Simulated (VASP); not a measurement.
# Rb (Fmmm) in VASP: further runs

Rb is run at these levels: PBE; tasks: single point.

Program: VASP 6.6.1. These are calculated values, not measurements. Logs are shortened: lines on timing, memory, paths and dates and some standing lists are left out, and cuts for length are marked.

### 1 The cell of the first run

The structure is orthorhombic, space group Fmmm (No. 69). The conventional cell has a = 5.612 Å, b = 7.639 Å, c = 8.234 Å, α = 90.00°, β = 90.00°, γ = 90.00°.

### 2 Single point, PBE (strain -0.0750 x Voigt [0, 0, 0, 1, 0, 0])

The input, INCAR:

```
PREC = Accurate ; ENCUT = 520
EDIFF = 1E-7 ; ISMEAR = 0
SIGMA = 0.15 ; LREAL = False
LASPH = True ; NELM = 100
ALGO = Fast ; ISIF = 2
LWAVE = False ; LCHARG = False
GGA = PE ; NBANDS = 10
```

The input, KPOINTS:

```
regular mesh
0
Gamma
  12 12 12
```

The input, POSCAR:

```
Rb
1.0
   -2.8060000000      2.7007750000      2.7007750000
    2.8060000000     -2.9112250000      2.9112250000
    2.8060000000      2.9112250000     -2.9112250000
Rb
1
Direct
    0.0000000000      0.0000000000      0.0000000000
```

Potentials or basis: VASP PAW PBE potentials, release 64 (Rb_sv).

Launch:

```console
$ cat potpaw_PBE.64/Rb_sv/POTCAR > POTCAR
$ mpirun -np 1 vasp_std > vasp.out
```

OUTCAR:

```text
PREC = Accurate
   ENCUT = 520
   EDIFF = 1E-7
   ISMEAR = 0
   LREAL = False
   LASPH = True
   NELM = 100
   ISIF = 2
   GGA = PE

 ion  position               nearest neighbor table
   1  0.000  0.000  0.000-

  LATTYP: Found a face centered orthorhombic cell.
 ALAT       =     5.6120000000
 B/A-ratio  =     1.3611805538
 C/A-ratio  =     1.4672465710

  Lattice vectors:

 A1 = (   0.0000000000,  -0.2104500000,   5.6120000000)
 A2 = (   2.8060000000,  -2.9112250000,   2.9112250000)
 A3 = (   2.8060000000,   2.7007750000,   2.7007750000)

Analysis of symmetry for initial positions (statically):
=====================================================================
 Subroutine PRICEL returns:
 Original cell was already a primitive cell.

 Routine SETGRP: Setting up the symmetry group for a
 face centered orthorhombic supercell.

 Subroutine GETGRP returns: Found  8 space group operations
 (whereof  8 operations were pure point group operations)
 out of a pool of  8 trial point group operations.

The static configuration has the point symmetry D_2h.

Analysis of symmetry for dynamics (positions and initial velocities):
=====================================================================
 Subroutine PRICEL returns:
 Original cell was already a primitive cell.

 Routine SETGRP: Setting up the symmetry group for a
 face centered orthorhombic supercell.

 Subroutine GETGRP returns: Found  8 space group operations
 (whereof  8 operations were pure point group operations)
 out of a pool of  8 trial point group operations.

The dynamic configuration has the point symmetry D_2h.

 Subroutine INISYM returns: Found  8 space group operations
 (whereof  8 operations are pure point group operations),
 and found     1 'primitive' translations

----------------------------------------------------------------------------------------

                                     Primitive cell

  volume of cell :      88.2494

  direct lattice vectors                    reciprocal lattice vectors
    -2.806000000  2.700775000  2.700775000     0.000000000  0.185132045  0.185132045
     2.806000000 -2.911225000  2.911225000     0.178189594  0.006691520  0.178440526
     2.806000000  2.911225000 -2.911225000     0.178189594  0.178440526  0.006691520

  length of vectors
     4.739410006  4.982378749  4.982378749     0.261816249  0.252264403  0.252264403

  position of ions in fractional coordinates (direct lattice)
     0.000000000  0.000000000  0.000000000

  ion indices of the primitive-cell ions
   primitive index   ion index
                 1           1

----------------------------------------------------------------------------------------

 KPOINTS: regular mesh

Automatic generation of k-mesh.
 Grid dimensions read from file:
 generate k-points for:   12   12   12

 Generating k-lattice:

  Cartesian coordinates                     Fractional coordinates (reciprocal lattice)
     0.000000000  0.015427670  0.015427670     0.083333333  0.000000000  0.000000000
     0.014849133  0.000557627  0.014870044    -0.000000000  0.083333333  0.000000000
     0.014849133  0.014870044  0.000557627    -0.000000000  0.000000000  0.083333333

  Length of vectors
     0.021818021  0.021022034  0.021022034

  Shift w.r.t. Gamma in fractional coordinates (k-lattice)
     0.000000000  0.000000000  0.000000000

 Subroutine IBZKPT returns following result:
 ===========================================

 Found    280 irreducible k-points:

 Following reciprocal coordinates:
            Coordinates               Weight
  0.000000  0.000000  0.000000      1.000000
  0.083333  0.000000  0.000000      2.000000
  0.166667  0.000000  0.000000      2.000000
  0.250000  0.000000  0.000000      2.000000
  0.333333  0.000000  0.000000      2.000000
  0.416667  0.000000  0.000000      2.000000
[... 16 lines left out ...]
  0.166667  0.250000 -0.000000      8.000000
  0.250000  0.250000  0.000000      8.000000
 [... further k-points ...]
   k-points           NKPTS =    280   k-points in BZ     NKDIM =    280   number of bands    NBANDS=     10
   number of dos      NEDOS =    301   number of ions     NIONS =      1
   total plane-waves  NPLWV =  57600
   dimension x,y,z NGX =    36 NGY =   40 NGZ =   40
   dimension x,y,z NGXF=    72 NGYF=   80 NGZF=   80
   ions per type =               1
   NGX,Y,Z   is equivalent  to a cutoff of  12.63, 13.35, 13.35 a.u.
   NGXF,Y,Z  is equivalent  to a cutoff of  25.26, 26.69, 26.69 a.u.
 SYSTEM =  unknown system
   PREC   = accura    normal or accurate (medium, high low for compatibility)
   ISTART =      0    job   : 0-new  1-cont  2-samecut
   ICHARG =      2    charge: 1-file 2-atom 10-const
   ISPIN  =      1    spin polarized calculation?
   LNONCOLLINEAR =      F non collinear calculations
   LSORBIT =      F    spin-orbit coupling
   LASPH  =      T    aspherical Exc in radial PAW
   ENCUT  =  520.0 eV  38.22 Ry    6.18 a.u.   8.81  9.26  9.26*2*pi/ulx,y,z
   NELM   =    100;   NELMIN=  2; NELMDL= -5     # of ELM steps
   EDIFF  = 0.1E-06   stopping-criterion for ELM
   LREAL  =      F    real-space projection
   EDIFFG = 0.1E-05   stopping-criterion for IOM
   NSW    =      0    number of steps for IOM
   IBRION =     -1    ionic relax: 0-MD 1-quasi-New 2-CG
   NFREE  =      0    steps in history (QN), initial steepest desc. (CG)
   ISIF   =      2    stress and relaxation
   ISYM   =      2    0-nonsym 1-usesym 2-fastsym
   POTIM  = 0.5000    time-step for ionic-motion
   TEBEG  =    0.0;   TEEND  =   0.0 temperature during run
   PSTRESS=    0.0 pullay stress
   NELECT =       9.0000    total number of electrons
   NUPDOWN=      -1.0000    fix difference up-down
   EMIN   =  10.00;   EMAX   =-10.00  energy-range for DOS
   EFERMI =   0.00;   METHOD = LEGACY
   ISMEAR =     0;   SIGMA  =   0.15  broadening in eV -4-tet -1-fermi 0-gaus
   EFERMI_NEDOS =   21; number of points for ismear=-14 and -15
   IALGO  =     68    algorithm
   IMIX   =      4    mixing-type and parameters
     AMIX     =   0.40;   BMIX     =  1.00
     AMIX_MAG =   1.60;   BMIX_MAG =  1.00
  volume/ion in A,a.u.               =      88.25       595.54
  Fermi-wavevector in a.u.,A,eV,Ry     =   0.764865  1.445386  7.959669  0.585019
  Thomas-Fermi vector in A             =   1.864861
   LORBIT       =      0    0 simple, 1 ext, 2 COOP (PROOUT), +10 PAW based schemes
   GGA     = PE    functional components
   LHFCALC =     F    Hartree Fock is set to
   AEXX    =    0.0000 exact exchange contribution
   IVDW    =     0    specifies the selected vdW correction
   LEPSILON=     F    determine dielectric tensor
   LRPA    =     F    only Hartree local field effects (RPA)
 non-spin polarized calculation
 RMM-DIIS sequential band-by-band and
 Gauss-broadening in eV      SIGMA  =   0.15
  energy-cutoff  :      520.00
  volume of cell :       88.25
 maximum number of plane-waves:      2397
   NGX = 17   NGY = 19   NGZ = 19

 number of electron       9.0000000 magnetization

 Free energy of the ion-electron system (eV)
  ---------------------------------------------------
  ext. energy  EPLUGINS =         0.00000000
  ---------------------------------------------------
  free energy    TOTEN  =        -0.93677024 eV

  energy without entropy =       -0.92591472  energy(sigma->0) =       -0.93134248

 E-fermi :   0.0816     XC(G=0):  -5.5404

 val. band max:        0.0809926857   @ k =   0.4167  -0.0833   0.0833
 cond. band min:       0.0911670453   @ k =   0.0833   0.3333   0.0833
 fundamental gap:      0.0101743596
 Fermi energy:         0.0815549077

 k-point     1 :       0.0000    0.0000    0.0000
  band No.  band energies     occupation
      1     -28.8097      2.00000
      2     -12.8523      2.00000
      3     -12.8474      2.00000
      4     -12.8439      2.00000
      5      -1.9304      2.00000
      6       3.6214      0.00000
      7       3.6847      0.00000
      8       3.9629      0.00000
      9       4.7542      0.00000
     10       4.8607      0.00000

 k-point     2 :       0.0833    0.0000    0.0000
  band No.  band energies     occupation
      1     -28.8093      2.00000
      2     -12.8526      2.00000
      3     -12.8520      2.00000
      4     -12.8507      2.00000
      5      -1.8389      2.00000
      6       3.6800      0.00000
      7       3.7053      0.00000
      8       3.8144      0.00000
      9       4.5116      0.00000
     10       4.6806      0.00000

 k-point     3 :       0.1667    0.0000    0.0000
  band No.  band energies     occupation
      1     -28.8081      2.00000
      2     -12.8762      2.00000
      3     -12.8597      2.00000
      4     -12.8514      2.00000
      5      -1.5710      2.00000
      6       3.4005      0.00000
      7       3.4902      0.00000
      8       3.9539      0.00000
      9       4.2000      0.00000
     10       4.5563      0.00000

 k-point     4 :       0.2500    0.0000    0.0000
  band No.  band energies     occupation
      1     -28.8064      2.00000
      2     -12.9078      2.00000
      3     -12.8719      2.00000
      4     -12.8506      2.00000
      5      -1.1461      2.00000
      6       2.7631      0.00000
      7       3.1533      0.00000
      8       4.3018      0.00000
      9       4.3572      0.00000
     10       4.5022      0.00000

 k-point     5 :       0.3333    0.0000    0.0000
  band No.  band energies     occupation
      1     -28.8047      2.00000
      2     -12.9389      2.00000
      3     -12.8841      2.00000
      4     -12.8498      2.00000
      5      -0.5980      2.00000
      6       2.1137      0.00000
      7       2.8834      0.00000
      8       4.3889      0.00000
      9       4.5710      0.00000
     10       4.8970      0.00000

 k-point     6 :       0.4167    0.0000    0.0000
  band No.  band energies     occupation
      1     -28.8035      2.00000
      2     -12.9613      2.00000
      3     -12.8930      2.00000
      4     -12.8492      2.00000
      5       0.0148      1.47090
      6       1.4991      0.00000
      7       2.7131      0.00000
      8       4.2861      0.00000
      9       4.7809      0.00000
     10       5.5690      0.00000
[... 183 lines left out ...]
 k-point    21 :       0.0000    0.2500   -0.0000
  band No.  band energies     occupation
      1     -28.8072      2.00000
      2     -12.9038      2.00000
      3     -12.8660      2.00000
      4     -12.8467      2.00000
      5      -1.2025      2.00000
      6       2.5631      0.00000
      7       3.0879      0.00000
      8       4.3674      0.00000
      9       4.5933      0.00000
     10       4.7795      0.00000

 k-point    22 :       0.0833    0.2500   -0.0000
  band No.  band energies     occupation
      1     -28.8061      2.00000
      2     -12.9248      2.00000
      3     -12.8682      2.00000
      4     -12.8507      2.00000
      5      -0.8776      2.00000
      6       2.2339      0.00000
      7       2.9245      0.00000
      8       4.3103      0.00000
      9       4.6328      0.00000
     10       5.0608      0.00000

 k-point    23 :       0.1667    0.2500   -0.0000
  band No.  band energies     occupation
      1     -28.8049      2.00000
      2     -12.9410      2.00000
      3     -12.8752      2.00000
      4     -12.8586      2.00000
      5      -0.4132      2.00000
      6       1.9391      0.00000
      7       2.6037      0.00000
      8       4.2534      0.00000
      9       4.6156      0.00000
     10       5.2831      0.00000

 k-point    24 :       0.2500    0.2500    0.0000
  band No.  band energies     occupation
      1     -28.8039      2.00000
      2     -12.9485      2.00000
      3     -12.8916      2.00000
      4     -12.8615      2.00000
      5       0.1585      0.46822
      6       1.6941      0.00000
      7       2.1784      0.00000
      8       4.2664      0.00000
      9       4.4350      0.00000
     10       5.3145      0.00000

 [... further k-points ...]

------------------------ aborting loop because EDIFF is reached ----------------------------------------

  FORCE on cell =-STRESS in cart. coord.  units (eV):
  Direction    XX          YY          ZZ          XY          YZ          ZX
  --------------------------------------------------------------------------------------
  -------------------------------------------------------------------------------------
  Total        0.0623133      0.0521897      0.0521897      0.0000000      0.0821464      0.0000000
  in kB        1.1313037      0.9475091      0.9475091      0.0000000      1.4913772      0.0000000
  external PRESSURE =       1.0087740 kB  Pullay stress =       0.0000000 kB

 VOLUME and BASIS-vectors are now :
 -----------------------------------------------------------------------------
  energy-cutoff  :      520.00
  volume of cell :       88.25
      direct lattice vectors                 reciprocal lattice vectors
    -2.806000000  2.700775000  2.700775000     0.000000000  0.185132045  0.185132045
     2.806000000 -2.911225000  2.911225000     0.178189594  0.006691520  0.178440526
     2.806000000  2.911225000 -2.911225000     0.178189594  0.178440526  0.006691520

 POSITION                                       TOTAL-FORCE (eV/Angst)
 -----------------------------------------------------------------------------------
      0.00000      0.00000      0.00000        -0.000000      0.000000     -0.000000
 -----------------------------------------------------------------------------------
    total drift:                               -0.000000      0.000000      0.000000

  FREE ENERGIE OF THE ION-ELECTRON SYSTEM (eV)
  ---------------------------------------------------
  free  energy   TOTEN  =        -0.9367702443 eV

  energy  without entropy=       -0.9259147233  energy(sigma->0) =       -0.93134248
```

It took 5.8 min on 1 thread of Oxide Virtual Turin-like, shared host; peak memory 0.36 GiB.

Results:

```yaml
Free_energy: -0.9368 eV
Pressure: 0.1 GPa
Band_gap_on_the_k_mesh: zero (an odd number of electrons rules out a gap without spin polarisation)
```

Caveat: the cell differs from its parent crystal (strain -0.0750 x Voigt [0, 0, 0, 1, 0, 0]).

### 3 Single point, PBE (strain +0.0937 x Voigt [0, 0, 0, 1, 0, 0])

The input, INCAR:

```
SYSTEM = Rb
ALGO = Fast ; EDIFF = 1E-7
ENCUT = 520 ; GGA = PE
ISIF = 2 ; ISMEAR = 0
LASPH = .TRUE. ; LCHARG = .FALSE.
LREAL = .FALSE. ; LWAVE = .FALSE.
NBANDS = 10 ; NELM = 80
PREC = Accurate ; SIGMA = 0.15
```

The input, KPOINTS:

```
k-points
0
G
  12 12 12
  0 0 0
```

The input, POSCAR:

```
Rb
1.0
   -2.8060000000      2.9374611000      2.9374611000
    2.8060000000     -2.6745389000      2.6745389000
    2.8060000000      2.6745389000     -2.6745389000
Rb
1
Direct
    0.0000000000      0.0000000000      0.0000000000
```

Potentials or basis: VASP PAW PBE potentials, release 64 (Rb_sv).

Launch:

```console
$ cat potpaw_PBE.64/Rb_sv/POTCAR > POTCAR
$ mpirun -np 1 vasp_std > vasp.out
```

It took 6.6 min on 1 thread of Oxide Virtual Turin-like, shared host; peak memory 0.35 GiB.

The run converged. Its results:

```yaml
Free_energy: -0.9350 eV
Pressure: 0.1 GPa
Band_gap_on_the_k_mesh: zero (an odd number of electrons rules out a gap without spin polarisation)
```

Stress tensor (GPa, compression positive):
```
 0.13  0.00  0.00
 0.00  0.10 -0.19
 0.00 -0.19  0.10
```

Levels at points of the mesh, in eV from the Fermi level:
| k point | band 1 | band 2 | band 3 | band 4 | band 5 | band 6 | band 7 | band 8 |
| --- | --- | --- | --- | --- | --- | --- | --- | --- |
| (0.00, 0.00, 0.00) | -28.90 | -12.94 | -12.93 | -12.93 | -2.01 | 3.50 | 3.55 | 3.92 |
| (0.50, 0.00, 0.00) | -28.89 | -13.02 | -12.96 | -12.93 | 0.06 | 0.59 | 2.60 | 4.59 |
| (0.00, 0.50, 0.00) | -28.89 | -13.05 | -12.97 | -12.93 | 0.24 | 0.81 | 2.56 | 4.35 |
| (0.00, 0.50, 0.50) | -28.89 | -13.06 | -12.99 | -12.93 | 0.40 | 1.05 | 2.57 | 4.07 |
| (0.50, 0.50, 0.50) | -28.89 | -13.04 | -13.01 | -12.99 | 1.22 | 1.26 | 3.32 | 3.33 |

Caveat: the cell differs from its parent crystal (strain +0.0937 x Voigt [0, 0, 0, 1, 0, 0]).

### 4 Single point, PBE (strain +0.0562 x Voigt [0, 0, 0, 1, 0, 0])

The input, INCAR:

```
PREC = Accurate ; ENCUT = 520
EDIFF = 1E-6 ; ISMEAR = 0
SIGMA = 0.15 ; LREAL = False
LASPH = True ; NELM = 80
ALGO = Fast ; ISIF = 2
LWAVE = False ; LCHARG = False
GGA = PE ; NBANDS = 10
```

The input, KPOINTS:

```
Automatic mesh
0
Gamma
  12 12 12
```

The input, POSCAR:

```
Rb
1.0
   -2.8060000000      2.8848486000      2.8848486000
    2.8060000000     -2.7271514000      2.7271514000
    2.8060000000      2.7271514000     -2.7271514000
Rb
1
Direct
    0.0000000000      0.0000000000      0.0000000000
```

Launch:

```console
$ cat potpaw_PBE.64/Rb_sv/POTCAR > POTCAR
$ mpirun -np 1 vasp_std > vasp.out
```

It took 4.8 min on 1 thread of Oxide Virtual Turin-like, shared host; peak memory 0.35 GiB.

It converged, with:

- Free energy: -0.9382 eV
- Pressure: 0.1 GPa
- Band gap on the k mesh: zero (an odd number of electrons rules out a gap without spin polarisation)

Stress tensor (GPa, compression positive):
```
 0.10  0.00  0.00
 0.00  0.09 -0.11
 0.00 -0.11  0.09
```

Levels at points of the mesh, in eV from the Fermi level:
```tsv
k point	band 1	band 2	band 3	band 4	band 5	band 6	band 7	band 8
(0.00, 0.00, 0.00)	-28.89	-12.93	-12.93	-12.92	-2.01	3.58	3.65	3.84
(0.50, 0.00, 0.00)	-28.88	-13.02	-12.95	-12.93	0.13	0.67	2.60	4.48
(0.00, 0.50, 0.00)	-28.88	-13.04	-12.96	-12.93	0.24	0.81	2.58	4.33
(0.00, 0.50, 0.50)	-28.88	-13.04	-12.97	-12.93	0.34	0.95	2.58	4.16
(0.50, 0.50, 0.50)	-28.88	-13.02	-13.00	-12.99	1.24	1.25	3.32	3.33
```

Caveat: the cell differs from its parent crystal (strain +0.0562 x Voigt [0, 0, 0, 1, 0, 0]).

### 5 Overview

```csv
cell,further INCAR settings,gap on the mesh (eV),pressure (GPa)
"a = 4.739, b = 4.982, c = 4.982 Å, angles 111.4, 109.5, 109.5°, 1 atom",ALGO = Fast; EDIFF = 1e-07; NBANDS = 10,none,0.1
"a = 5.013, b = 4.710, c = 4.710 Å, angles 106.9, 109.5, 109.5°, 1 atom",ALGO = Fast; EDIFF = 1e-07; NBANDS = 10,none,0.1
"a = 4.952, b = 4.770, c = 4.770 Å, angles 107.9, 109.5, 109.5°, 1 atom",ALGO = Fast; EDIFF = 1e-06; NBANDS = 10,none,0.1
```

Alike in all rows: task single point; level PBE; potentials or basis VASP PAW PBE potentials, release 64 (Rb_sv); no spin polarisation; k mesh 12 × 12 × 12; cutoff (eV) 520; smearing gaussian 0.15 eV.

Total energies depend on the potentials used, so only differences within one code and one set of settings carry meaning.

The gap in the log of VASP goes by the Fermi energy; the results here count the filled bands.